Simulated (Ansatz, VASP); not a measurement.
**MgO in VASP and in Ansatz**

File INCAR:

```
ALGO = Normal
EDIFF = 1E-6
ENCUT = 520
GGA = PS
ISIF = 2
ISMEAR = 0
LASPH = True
LCHARG = False
LREAL = False
LWAVE = False
NBANDS = 26
NELM = 60
PREC = Accurate
SIGMA = 0.05
```

File KPOINTS:

```
k-points
0
Gamma
  9 9 4
```

POSCAR

```
MgO
1.0
    3.2553371795      0.0000000000      0.0000000000
   -1.6276685897      2.8192046953      0.0000000000
    0.0000000000      0.0000000000     10.4149514991
Mg O
4 4
Direct
    0.3333333333      0.6666666667      0.9695963559
    0.0000000000      0.0000000000      0.2209473890
    0.0000000000      0.0000000000      0.7209473890
    0.6666666667      0.3333333333      0.4695963559
    0.3333333333      0.6666666667      0.7799156657
   -0.1996720967      0.0000000000      0.4796105484
    0.0000000000      0.0000000000      0.0295387694
    0.6666666667      0.3333333333      0.2799156657
```

Input for Ansatz:

```yaml
crystal:
  lattice:
    - [3.2553371795, 0.0, 0.0]
    - [-1.6276685897, 2.8192046953, 0.0]
    - [0.0, 0.0, 10.4149514991]
  atoms:
    - { symbol: Mg, position: [0.3333333333, 0.6666666667, 0.9695963559] }
    - { symbol: Mg, position: [0.0, 0.0, 0.220947389] }
    - { symbol: Mg, position: [0.0, 0.0, 0.720947389] }
    - { symbol: Mg, position: [0.6666666667, 0.3333333333, 0.4695963559] }
    - { symbol: O, position: [0.3333333333, 0.6666666667, 0.7799156657] }
    - { symbol: O, position: [-0.1996720967, 0.0, 0.4796105484] }
    - { symbol: O, position: [0.0, 0.0, 0.0295387694] }
    - { symbol: O, position: [0.6666666667, 0.3333333333, 0.2799156657] }
basis:
  ecutwfc: 420
kpoints:
  mp_grid: { grid: [9, 9, 4] }
hamiltonian:
  xc: pbesol
  pseudopotentials: { kind: paw, azcp: { folder: soft_1 } }
scf:
  occupations: { method: gaussian, width: 0.05 }
output:
  forces: true
  stress: true
  eigenvalues: true
```

Alike in both runs: task single point; functional PBEsol; k mesh 9 × 9 × 4; occupations gaussian, width 0.05 eV; no spin polarisation.

|  | VASP | Ansatz |
| --- | --- | --- |
| version | VASP 6.6.1 | Ansatz 0.2.0 |
| potentials or method | VASP PAW PBE potentials, release 64 (Mg, O), cutoff 520 eV | scalar-relativistic, plane waves, PAW |
| valence electrons in the cell | 32 | 64 |

|  | VASP | Ansatz | Ansatz less VASP |
| --- | --- | --- | --- |
| gap on the k mesh at the Fermi level (eV) | 1.41 | 1.44 | +0.037 |
| least direct gap on the mesh (eV) | 1.41 | 1.44 | +0.037 |
| pressure (GPa) | 21.9 | 19.9 | -2.00 |
| traceless stress, the component that is largest in VASP (GPa) | -35.18 | -31.83 | +3.349 |
| rms of the force components (eV/Å) | 9.083 | 8.255 | -0.8283 |

VASP's potentials were made for PBE, not for PBEsol, and Ansatz warns of the same on its side. Atom by atom the forces differ by 0.833 eV/Å (rms over components). VASP's potentials hold 32 valence electrons a cell and Ansatz's 64, so a difference there can come from the potentials and not from the codes.
